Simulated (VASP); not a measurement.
## NaI: single point with PBE+D3(BJ)

NaI:

```
Na I
1.0
     4.62221    0.00000    0.00000
     0.00000    4.26970    0.00000
     0.00000    0.00000    7.79838
Na I
2 2
Direct
  0.25000 0.50000 0.27503
  0.75000 0.50000 0.72497
  0.25000 0.00000 0.74243
  0.75000 0.00000 0.25757
```

```yaml
Program: VASP 6.6.1
Task: single point
Functional: PBE
Dispersion: D3(BJ)
Potentials_or_basis: VASP PAW PBE potentials, release 64 (Na_pv, I)
Cutoff: 520 eV
k_mesh: 4 × 4 × 4
Occupations: gaussian, width 0.1 eV
Spin: no spin polarisation
Dipole_correction: no
Further_INCAR_settings: ALGO = Normal; EDIFF = 1e-06; NBANDS = 22
```

- Pressure: -0.8 GPa
- Largest force: 0.029 eV/Å
- Band gap on the k mesh: 2.74 eV (least direct gap 2.96 eV)
- Dispersion energy per atom: -0.219 eV

Forces in eV/Å, atoms in the order of the input:
```
Na   0.000  0.000 -0.029
Na   0.000  0.000  0.029
I    0.000  0.000 -0.005
I    0.000  0.000  0.005
```

Stress tensor (GPa, compression positive):
```
-0.78  0.00  0.00
 0.00 -0.74  0.00
 0.00  0.00 -0.90
```

Levels at points of the mesh, in eV from the valence-band top:
```
           k point  band 11  band 12  band 13  band 14  band 15  band 16  band 17  band 18
(0.00, 0.00, 0.00)    -0.70    -0.58    -0.32    -0.22     2.74     4.16     5.91     6.28
(0.50, 0.00, 0.00)    -1.08    -1.08    -0.37    -0.37     5.23     5.23     6.05     6.05
(0.00, 0.50, 0.00)    -1.56    -0.88    -0.52     0.00     3.85     5.13     5.50     6.12
(0.50, 0.50, 0.00)    -1.75    -1.75    -0.72    -0.72     4.06     4.06     5.48     5.48
(0.00, 0.00, 0.50)    -0.96    -0.86    -0.49    -0.42     3.73     3.93     5.68     5.74
(0.50, 0.00, 0.50)    -0.72    -0.72    -0.37    -0.37     4.47     4.47     6.39     6.39
(0.00, 0.50, 0.50)    -1.00    -0.76    -0.75    -0.66     4.61     4.98     5.77     5.84
(0.50, 0.50, 0.50)    -1.91    -1.91    -0.44    -0.44     3.66     3.66     6.22     6.22
```

Run time: 2 min on 1 thread of Intel Xeon 8259CL, with other jobs on the host, peak memory 0.29 GiB.

Caveat: spin-orbit coupling is left out, which moves the levels of the heavy elements. A k mesh can miss the band edges.
